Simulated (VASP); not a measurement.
## CaO: single point with PBE

The system is CaO.

```xyz
4
Lattice="4.2051 0.0000 0.0000 -2.1026 3.3872 0.0000 0.0000 0.0000 4.6794" Properties=species:S:1:pos:R:3 pbc="T T T"
Ca    0.0000    2.2581    3.5095
Ca    2.1026    1.1291    1.1698
O     0.0000    2.2581    1.1698
O     2.1026    1.1291    3.5095
```

This cell differs from its parent crystal: strain +e along x and -e along y +0.0367, strain +e along z and -e/2 along x and y -0.0267.

* Program: VASP 6.6.1
* Task: single point
* Functional: PBE
* Potentials or basis: VASP PAW PBE potentials, release 64 (Ca_sv, O)
* Cutoff: 520 eV
* k mesh: 9 × 9 × 6
* Occupations: gaussian, width 0.05 eV
* Spin: no spin polarisation
* Dipole correction: no
* Further INCAR settings: ALGO = Normal; EDIFF = 1e-06; NBANDS = 24

```yaml
Pressure: 1.4 GPa
Largest_force: 0.450 eV/Å
Band_gap_on_the_k_mesh: 3.01 eV, direct
```

Forces on the atoms (eV/Å):
```
Ca   0.000 -0.450  0.000
Ca   0.000  0.450  0.000
O    0.000 -0.332  0.000
O    0.000  0.332  0.000
```

Stress tensor (GPa, compression positive):
```
-3.14  0.00  0.00
 0.00  2.47  0.00
 0.00  0.00  4.96
```

Levels at points of the mesh, in eV from the valence-band top:
| k point | band 14 | band 15 | band 16 | band 17 | band 18 | band 19 |
| --- | --- | --- | --- | --- | --- | --- |
| (0.00, 0.00, 0.00) | -1.10 | -1.01 | 0.00 | 3.01 | 5.98 | 6.02 |
| (0.00, 0.00, 0.50) | -1.40 | -1.28 | -1.28 | 4.79 | 4.79 | 7.66 |

Run time: 3.4 min on 1 thread of AMD EPYC 7R43 64-Core Processor (Zen 3), with other jobs on the host, peak memory 0.23 GiB.

Caveat: the cell differs from its parent crystal (strain +e along x and -e along y +0.0367, strain +e along z and -e/2 along x and y -0.0267). A k mesh can miss the band edges.
